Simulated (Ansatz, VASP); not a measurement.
# Al in VASP and in Ansatz

INCAR

```
ALGO = Normal
EDIFF = 1E-6
ENCUT = 520
ISIF = 2
ISMEAR = 0
LASPH = True
LCHARG = False
LREAL = False
LWAVE = False
NBANDS = 8
NELM = 100
PREC = Accurate
SIGMA = 0.15
```

Contents of KPOINTS:

```
k-points
0
Gamma
  22 22 22
```

Contents of POSCAR:

```
Al
1.0
   -1.5508493437      1.5508493437      1.5508493437
    1.5508493437     -1.5508493437      1.5508493437
    1.5508493437      1.5508493437     -1.5508493437
Al
1
Direct
    0.0000000000      0.0000000000      0.0000000000
```

Input for Ansatz:

```yaml
crystal:
  lattice:
    - [-1.5508493437, 1.5508493437, 1.5508493437]
    - [1.5508493437, -1.5508493437, 1.5508493437]
    - [1.5508493437, 1.5508493437, -1.5508493437]
  atoms:
    - { symbol: Al, position: [0.0, 0.0, 0.0] }
basis:
  ecutwfc: 420
kpoints:
  mp_grid: { grid: [22, 22, 22] }
hamiltonian:
  xc: lda
scf:
  occupations: { method: gaussian, width: 0.15 }
output:
  forces: true
  stress: true
  eigenvalues: true
```

Alike in both runs: task single point; functional LDA; k mesh 22 × 22 × 22; occupations gaussian, width 0.15 eV; no spin polarisation.

|  | VASP | Ansatz |
| --- | --- | --- |
| version | VASP 6.6.1 | Ansatz 0.2.0 |
| potentials or method | VASP PAW LDA potentials, release 64 (Al), cutoff 520 eV | scalar-relativistic, plane waves, PAW |
| valence electrons in the cell | 3 | 3 |

|  | VASP | Ansatz | Ansatz less VASP |
| --- | --- | --- | --- |
| gap on the k mesh at the Fermi level (eV) | none | none | - |
| pressure (GPa) | 7.5 | 7.4 | -0.12 |

LDA's correlation is that of Perdew and Zunger in VASP and of Perdew and Wang (1992) in Ansatz. A gap of «none» marks a metal or a gap that the smearing closes.
